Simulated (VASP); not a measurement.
# InP (I4/mmm) in VASP: further runs

Runs on InP. Level: PBEsol. Tasks: single point.

Everything below comes from runs of VASP 6.6.1. Logs are shortened: lines on timing, memory, paths and dates and some standing lists are left out, and cuts for length are marked.

## Step 1: The cell of the first run

Symmetry: I4/mmm, No. 139, tetragonal system. The conventional cell has a = 3.699 Å, b = 3.699 Å, c = 6.801 Å, α = 90.00°, β = 90.00°, γ = 90.00°. In (site symmetry 4/mmm) has 6 P at 2.62 to 3.40 Å within 3.5 Å. P (site symmetry 4/mmm) has 6 In at 2.62 to 3.40 Å within 3.5 Å.

## Step 2: Single point, PBEsol

Input file INCAR:

```
  ALGO = Normal
  EDIFF = 1E-6
  ENCUT = 520
  GGA = PS
  ISIF = 2
  ISMEAR = 0
  LASPH = True
  LCHARG = False
  LREAL = False
  LWAVE = False
  NBANDS = 16
  NELM = 60
  PREC = Accurate
  SIGMA = 0.15
```

Input file KPOINTS:

```
k-points
0
Gamma
  6 6 6
```

Input file POSCAR:

```
InP
1.0
    0.0000000000      2.6159232338      3.4007002039
    2.6159232338      0.0000000000      3.4007002039
    2.6159232338      2.6159232338      0.0000000000
In P
1 1
Direct
    0.0000000000      0.0000000000      0.0000000000
    0.5000000000      0.5000000000      0.5000000000
```

Potentials or basis: VASP PAW PBE potentials, release 64 (In_d, P).

Command:

```sh
cat potpaw_PBE.64/In_d/POTCAR potpaw_PBE.64/P/POTCAR > POTCAR
mpirun -np 1 vasp_std > vasp.out
```

OUTCAR:

```text
EDIFF = 1E-6
   ENCUT = 520
   GGA = PS
   ISIF = 2
   ISMEAR = 0
   LASPH = True
   LREAL = False
   NELM = 60
   PREC = Accurate

 ion  position               nearest neighbor table
   1  0.000  0.000  0.000-   2 2.62   2 2.62   2 2.62   2 2.62   2 3.40   2 3.40
   2  0.500  0.500  0.500-   1 2.62   1 2.62   1 2.62   1 2.62   1 3.40   1 3.40

  LATTYP: Found a body centered tetragonal cell.
 ALAT       =     3.6994741154
 C/A-ratio  =     1.8384776311

  Lattice vectors:

 A1 = (  -2.6159232338,   0.0000000000,   3.4007002039)
 A2 = (   2.6159232338,   0.0000000000,   3.4007002039)
 A3 = (   0.0000000000,   2.6159232338,  -3.4007002039)

Analysis of symmetry for initial positions (statically):
=====================================================================
 Subroutine PRICEL returns:
 Original cell was already a primitive cell.

 Routine SETGRP: Setting up the symmetry group for a
 body centered tetragonal supercell.

 Subroutine GETGRP returns: Found 16 space group operations
 (whereof 16 operations were pure point group operations)
 out of a pool of 16 trial point group operations.

The static configuration has the point symmetry D_4h.

Analysis of symmetry for dynamics (positions and initial velocities):
=====================================================================
 Subroutine PRICEL returns:
 Original cell was already a primitive cell.

 Routine SETGRP: Setting up the symmetry group for a
 body centered tetragonal supercell.

 Subroutine GETGRP returns: Found 16 space group operations
 (whereof 16 operations were pure point group operations)
 out of a pool of 16 trial point group operations.

The dynamic configuration has the point symmetry D_4h.

 Subroutine INISYM returns: Found 16 space group operations
 (whereof 16 operations are pure point group operations),
 and found     1 'primitive' translations

----------------------------------------------------------------------------------------

                                     Primitive cell

  volume of cell :      46.5424

  direct lattice vectors                    reciprocal lattice vectors
     0.000000000  2.615923234  3.400700204    -0.191137107  0.191137107  0.147028544
     2.615923234  0.000000000  3.400700204     0.191137107 -0.191137107  0.147028544
     2.615923234  2.615923234  0.000000000     0.191137107  0.191137107 -0.147028544

  length of vectors
     4.290433107  4.290433107  3.699474115     0.307707947  0.307707947  0.307707947

  position of ions in fractional coordinates (direct lattice)
     0.000000000  0.000000000  0.000000000
     0.500000000  0.500000000  0.500000000

  ion indices of the primitive-cell ions
   primitive index   ion index
                 1           1
                 2           2

----------------------------------------------------------------------------------------

 KPOINTS: k-points

Automatic generation of k-mesh.
 Grid dimensions read from file:
 generate k-points for:    6    6    6

 Generating k-lattice:

  Cartesian coordinates                     Fractional coordinates (reciprocal lattice)
    -0.031856185  0.031856185  0.024504757     0.166666667  0.000000000  0.000000000
     0.031856185 -0.031856185  0.024504757     0.000000000  0.166666667  0.000000000
     0.031856185  0.031856185 -0.024504757    -0.000000000 -0.000000000  0.166666667

  Length of vectors
     0.051284658  0.051284658  0.051284658

  Shift w.r.t. Gamma in fractional coordinates (k-lattice)
     0.000000000  0.000000000  0.000000000

 Subroutine IBZKPT returns following result:
 ===========================================

 Found     30 irreducible k-points:

 Following reciprocal coordinates:
            Coordinates               Weight
  0.000000  0.000000  0.000000      1.000000
  0.166667  0.000000  0.000000      8.000000
  0.333333  0.000000  0.000000      8.000000
  0.500000  0.000000  0.000000      4.000000
  0.166667  0.166667  0.000000      2.000000
  0.333333  0.166667  0.000000      8.000000
[... 16 lines left out ...]
  0.333333  0.000000  0.333333      4.000000
  0.500000  0.000000  0.333333     16.000000
 [... further k-points ...]
   k-points           NKPTS =     30   k-points in BZ     NKDIM =     30   number of bands    NBANDS=     16
   number of dos      NEDOS =    301   number of ions     NIONS =      2
   total plane-waves  NPLWV =  28672
   dimension x,y,z NGX =    32 NGY =   32 NGZ =   28
   dimension x,y,z NGXF=    64 NGYF=   64 NGZF=   56
   ions per type =               1   1
   NGX,Y,Z   is equivalent  to a cutoff of  12.40, 12.40, 12.58 a.u.
   NGXF,Y,Z  is equivalent  to a cutoff of  24.80, 24.80, 25.17 a.u.
 SYSTEM =  unknown system
   PREC   = accura    normal or accurate (medium, high low for compatibility)
   ISTART =      0    job   : 0-new  1-cont  2-samecut
   ICHARG =      2    charge: 1-file 2-atom 10-const
   ISPIN  =      1    spin polarized calculation?
   LNONCOLLINEAR =      F non collinear calculations
   LSORBIT =      F    spin-orbit coupling
   LASPH  =      T    aspherical Exc in radial PAW
   ENCUT  =  520.0 eV  38.22 Ry    6.18 a.u.   7.98  7.98  6.88*2*pi/ulx,y,z
   NELM   =     60;   NELMIN=  2; NELMDL= -5     # of ELM steps
   EDIFF  = 0.1E-05   stopping-criterion for ELM
   LREAL  =      F    real-space projection
   EDIFFG = 0.1E-04   stopping-criterion for IOM
   NSW    =      0    number of steps for IOM
   IBRION =     -1    ionic relax: 0-MD 1-quasi-New 2-CG
   NFREE  =      0    steps in history (QN), initial steepest desc. (CG)
   ISIF   =      2    stress and relaxation
   ISYM   =      2    0-nonsym 1-usesym 2-fastsym
   POTIM  = 0.5000    time-step for ionic-motion
   TEBEG  =    0.0;   TEEND  =   0.0 temperature during run
   PSTRESS=    0.0 pullay stress
   NELECT =      18.0000    total number of electrons
   NUPDOWN=      -1.0000    fix difference up-down
   EMIN   =  10.00;   EMAX   =-10.00  energy-range for DOS
   EFERMI =   0.00;   METHOD = LEGACY
   ISMEAR =     0;   SIGMA  =   0.15  broadening in eV -4-tet -1-fermi 0-gaus
   EFERMI_NEDOS =   21; number of points for ismear=-14 and -15
   IALGO  =     38    algorithm
   IMIX   =      4    mixing-type and parameters
     AMIX     =   0.40;   BMIX     =  1.00
     AMIX_MAG =   1.60;   BMIX_MAG =  1.00
  volume/ion in A,a.u.               =      23.27       157.04
  Fermi-wavevector in a.u.,A,eV,Ry     =   1.192750  2.253971 19.356375  1.422653
  Thomas-Fermi vector in A             =   2.328781
   LORBIT       =      0    0 simple, 1 ext, 2 COOP (PROOUT), +10 PAW based schemes
   GGA     = PS    functional components
   LHFCALC =     F    Hartree Fock is set to
   AEXX    =    0.0000 exact exchange contribution
   IVDW    =     0    specifies the selected vdW correction
   LEPSILON=     F    determine dielectric tensor
   LRPA    =     F    only Hartree local field effects (RPA)
 non-spin polarized calculation
 Gauss-broadening in eV      SIGMA  =   0.15
  energy-cutoff  :      520.00
  volume of cell :       46.54
 maximum number of plane-waves:      1274
   NGX = 15   NGY = 15   NGZ = 13

 number of electron      18.0000002 magnetization

 Free energy of the ion-electron system (eV)
  ---------------------------------------------------
  ext. energy  EPLUGINS =         0.00000000
  ---------------------------------------------------
  free energy    TOTEN  =        -8.37887688 eV

  energy without entropy =       -8.37228582  energy(sigma->0) =       -8.37558135

 E-fermi :   5.8814     XC(G=0): -10.0452

 val. band max:        5.7013787703   @ k =   0.5000   0.1667   0.0000
 cond. band min:       5.9181506805   @ k =   0.0000   0.0000   0.0000
 fundamental gap:      0.2167719103
 Fermi energy:         5.8814360124

 k-point     1 :       0.0000    0.0000    0.0000
  band No.  band energies     occupation
      1      -8.5569      2.00000
      2      -8.4211      2.00000
      3      -8.3795      2.00000
      4      -8.3069      2.00000
      5      -8.3069      2.00000
      6      -5.7152      2.00000
[... 8 lines left out ...]
     15      13.9089      0.00000
     16      15.6062      0.00000

 k-point     2 :       0.1667    0.0000    0.0000
  band No.  band energies     occupation
      1      -8.5194      2.00000
      2      -8.4064      2.00000
      3      -8.3913      2.00000
      4      -8.3173      2.00000
      5      -8.3004      2.00000
      6      -5.4391      2.00000
[... 8 lines left out ...]
     15      14.4355      0.00000
     16      14.4810      0.00000

 k-point     3 :       0.3333    0.0000    0.0000
  band No.  band energies     occupation
      1      -8.4753      2.00000
      2      -8.4598      2.00000
      3      -8.3452      2.00000
      4      -8.3008      2.00000
      5      -8.2870      2.00000
      6      -4.6678      2.00000
[... 8 lines left out ...]
     15      15.5555      0.00000
     16      16.1804      0.00000

 k-point     4 :       0.5000    0.0000    0.0000
  band No.  band energies     occupation
      1      -8.4862      2.00000
      2      -8.4622      2.00000
      3      -8.3554      2.00000
      4      -8.2803      2.00000
      5      -8.2538      2.00000
      6      -4.0263      2.00000
[... 8 lines left out ...]
     15      16.5966      0.00000
     16      17.2913      0.00000

 k-point     5 :       0.1667    0.1667    0.0000
  band No.  band energies     occupation
      1      -8.5807      2.00000
      2      -8.4248      2.00000
      3      -8.3775      2.00000
      4      -8.2976      2.00000
      5      -8.2976      2.00000
      6      -5.4640      2.00000
[... 8 lines left out ...]
     15      15.5193      0.00000
     16      16.7994      0.00000

 k-point     6 :       0.3333    0.1667    0.0000
  band No.  band energies     occupation
      1      -8.5559      2.00000
      2      -8.4038      2.00000
      3      -8.3985      2.00000
      4      -8.3036      2.00000
      5      -8.2861      2.00000
      6      -4.9872      2.00000
[... 8 lines left out ...]
     15      15.9546      0.00000
     16      16.0746      0.00000

 k-point     7 :       0.5000    0.1667    0.0000
  band No.  band energies     occupation
      1      -8.4971      2.00000
      2      -8.4580      2.00000
      3      -8.3401      2.00000
      4      -8.3078      2.00000
      5      -8.2777      2.00000
      6      -4.2133      2.00000
[... 8 lines left out ...]
     15      16.7996      0.00000
     16      16.9460      0.00000

 k-point     8 :      -0.3333    0.1667    0.0000
  band No.  band energies     occupation
      1      -8.4855      2.00000
      2      -8.4626      2.00000
      3      -8.3515      2.00000
      4      -8.2810      2.00000
      5      -8.2591      2.00000
      6      -4.0512      2.00000
[... 8 lines left out ...]
     15      15.9624      0.00000
     16      17.1184      0.00000

 k-point     9 :      -0.1667    0.1667    0.0000
  band No.  band energies     occupation
      1      -8.4654      2.00000
      2      -8.4601      2.00000
      3      -8.3432      2.00000
      4      -8.3022      2.00000
      5      -8.2924      2.00000
      6      -4.8657      2.00000
[... 8 lines left out ...]
     15      14.7589      0.00000
     16      14.8190      0.00000
[... 172 lines left out ...]
 k-point    19 :       0.5000    0.3333    0.1667
  band No.  band energies     occupation
      1      -8.5442      2.00000
      2      -8.4296      2.00000
      3      -8.3765      2.00000
      4      -8.3008      2.00000
      5      -8.2885      2.00000
      6      -4.4630      2.00000
[... 8 lines left out ...]
     15      17.8505      0.00000
     16      17.8544      0.00000

 k-point    20 :      -0.3333    0.3333    0.1667
  band No.  band energies     occupation
      1      -8.5549      2.00000
      2      -8.4350      2.00000
      3      -8.3314      2.00000
      4      -8.3019      2.00000
      5      -8.2846      2.00000
      6      -3.7385      2.00000
[... 8 lines left out ...]
     15      16.6503      0.00000
     16      17.5025      0.00000

 k-point    21 :      -0.1667    0.3333    0.1667
  band No.  band energies     occupation
      1      -8.5757      2.00000
      2      -8.4166      2.00000
      3      -8.3511      2.00000
      4      -8.2900      2.00000
      5      -8.2500      2.00000
      6      -3.7060      2.00000
[... 8 lines left out ...]
     15      15.9288      0.00000
     16      18.1877      0.00000

 k-point    22 :      -0.3333    0.5000    0.1667
  band No.  band energies     occupation
      1      -8.5651      2.00000
      2      -8.4267      2.00000
      3      -8.3792      2.00000
      4      -8.2984      2.00000
      5      -8.2777      2.00000
      6      -4.1123      2.00000
[... 8 lines left out ...]
     15      17.6365      0.00000
     16      17.7597      0.00000

 k-point    23 :       0.3333    0.0000    0.3333
  band No.  band energies     occupation
      1      -8.6686      2.00000
      2      -8.3584      2.00000
      3      -8.3517      2.00000
      4      -8.3064      2.00000
      5      -8.2479      2.00000
      6      -3.7199      2.00000
[... 8 lines left out ...]
     15      15.6242      0.00000
     16      18.0939      0.00000

 k-point    24 :       0.5000    0.0000    0.3333
  band No.  band energies     occupation
      1      -8.7302      2.00000
      2      -8.3572      2.00000
      3      -8.3451      2.00000
      4      -8.3042      2.00000
      5      -8.2130      2.00000
      6      -2.8340      2.00000
[... 8 lines left out ...]
     15      16.4119      0.00000
     16      18.0072      0.00000

 [... further k-points ...]

------------------------ aborting loop because EDIFF is reached ----------------------------------------

  FORCE on cell =-STRESS in cart. coord.  units (eV):
  Direction    XX          YY          ZZ          XY          YZ          ZX
  --------------------------------------------------------------------------------------
  -------------------------------------------------------------------------------------
  Total        0.5714809      0.5714809     -2.6789558      0.0000000     -0.0000000      0.0000000
  in kB       19.6726987     19.6726987    -92.2205706      0.0000000     -0.0000000      0.0000000
  external PRESSURE =     -17.6250577 kB  Pullay stress =       0.0000000 kB

 VOLUME and BASIS-vectors are now :
 -----------------------------------------------------------------------------
  energy-cutoff  :      520.00
  volume of cell :       46.54
      direct lattice vectors                 reciprocal lattice vectors
     0.000000000  2.615923234  3.400700204    -0.191137107  0.191137107  0.147028544
     2.615923234  0.000000000  3.400700204     0.191137107 -0.191137107  0.147028544
     2.615923234  2.615923234  0.000000000     0.191137107  0.191137107 -0.147028544

 POSITION                                       TOTAL-FORCE (eV/Angst)
 -----------------------------------------------------------------------------------
      0.00000      0.00000      0.00000        -0.000000      0.000000      0.000000
      2.61592      2.61592      3.40070         0.000000     -0.000000     -0.000000
 -----------------------------------------------------------------------------------
    total drift:                                0.000000     -0.000000     -0.000000

  FREE ENERGIE OF THE ION-ELECTRON SYSTEM (eV)
  ---------------------------------------------------
  free  energy   TOTEN  =        -8.3788768777 eV

  energy  without entropy=       -8.3722858217  energy(sigma->0) =       -8.37558135
```

Run time: 25 s. Hardware: 1 thread of AMD EPYC 7R13 (Zen 3), shared host; peak memory 0.15 GiB.

What came out:

```
Free energy            : -8.3789 eV
Pressure               : -1.8 GPa
Band gap on the k mesh : zero (band 9 reaches 6.57 eV, above the bottom of band 10 at 4.88 eV)
```

Caveat: the PAW data sets were made with another functional, which shifts forces and pressure a little; spin-orbit coupling is left out, which moves the levels of the heavy elements.

## Step 3: Single point, PBEsol

This run uses another cell than the first one, of the same volume but with other edges.

Input file INCAR:

```
SYSTEM = InP
PREC = Accurate
ENCUT = 520
EDIFF = 1E-6
ISMEAR = 0
SIGMA = 0.15
LREAL = .FALSE.
LASPH = .TRUE.
NELM = 60
ALGO = Normal
ISIF = 2
LWAVE = .FALSE.
LCHARG = .TRUE.
GGA = PS
LELF = .TRUE.
LVHAR = .TRUE.
NBANDS = 16
```

Input file KPOINTS:

```
Automatic mesh
0
G
  6 6 6
  0 0 0
```

Input file POSCAR:

```
InP
1.0
    0.0000000000      2.9354645283      2.7006273660
    2.9354645283      0.0000000000      2.7006273660
    2.9354645283      2.9354645283      0.0000000000
In P
1 1
Direct
    0.0000000000      0.0000000000      0.0000000000
    0.5000000000      0.5000000000      0.5000000000
```

Potentials or basis: VASP PAW PBE potentials, release 64 (In_d, P).

Command:

```sh
cat potpaw_PBE.64/In_d/POTCAR potpaw_PBE.64/P/POTCAR > POTCAR
mpirun -np 1 vasp_std > vasp.out
```

It took 24 s on 1 thread of AMD EPYC 7R13 (Zen 3), shared host; peak memory 0.15 GiB.

Results (log left out):

- Free energy: -8.5927 eV
- Pressure: -7.0 GPa
- Band gap on the k mesh: zero (band 9 reaches 6.09 eV, above the bottom of band 10 at 3.57 eV)

Stress tensor (GPa, compression positive):
```
-9.74  0.00  0.00
 0.00 -9.74  0.00
 0.00  0.00 -1.64
```

Levels at points of the mesh, in eV from the Fermi level:
```csv
k point,band 7,band 8,band 9,band 10,band 11,band 12
"(0.00, 0.00, 0.00)",-0.78,-0.18,0.01,0.01,6.87,6.87
"(0.50, 0.00, 0.00)",-6.26,-0.05,0.21,2.17,3.04,3.89
"(0.50, 0.50, 0.00)",-4.50,-3.03,-2.30,-2.30,3.69,8.78
"(0.50, 0.00, 0.50)",-4.46,-2.45,-2.37,-1.51,4.07,8.05
```

Caveat: the PAW data sets were made with another functional, which shifts forces and pressure a little; spin-orbit coupling is left out, which moves the levels of the heavy elements.
